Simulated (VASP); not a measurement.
Crystal: Au.

```xyz
1
Lattice="-1.5647 1.5647 1.5647 1.5647 -1.5647 1.5647 1.5647 1.5647 -1.5647" Properties=species:S:1:pos:R:3 pbc="T T T"
Au    0.0000    0.0000    0.0000
```

This isn't the form of Au at room conditions, which is fcc.

* Program: VASP 6.6.1
* Task: relaxation of cell and atoms
* Functional: r2SCAN
* Potentials or basis: VASP PAW PBE potentials, release 64 (Au)
* Cutoff: 550 eV
* k mesh: 8 × 8 × 8
* Occupations: gaussian, width 0.1 eV
* Spin: no spin polarisation

At the start: pressure 31.7 GPa; volume 15.32 Å³/atom.

Problem. Where does the relaxation end?

Solution. Over 5 steps the energy falls by 193.3 meV/atom and the volume is 17.62 Å³/atom (+15.0 %); space group Im-3m (No. 229, to 0.1 Å) before and after.

The path:
```
step  energy change (eV)  largest force (eV/Å)  pressure (GPa)  volume (Å³)
   1              0.0000                0.0000           31.74        15.32
   2              0.2189                0.0000          -17.71        23.09
   3             -0.1917                0.0000           -2.03        17.88
   4             -0.1932                0.0000           -0.55        17.69
   5             -0.1933                0.0000            0.02        17.62
```

Final structure:
```xyz
1
Lattice="-1.6394 1.6394 1.6394 1.6394 -1.6394 1.6394 1.6394 1.6394 -1.6394" Properties=species:S:1:pos:R:3 pbc="T T T"
Au    0.0000    0.0000    0.0000
```

Caveat: the volume moved by over 15 % at a fixed basis, so the end points are rough; the PAW data sets were made with another functional, which shifts forces and pressure a little.
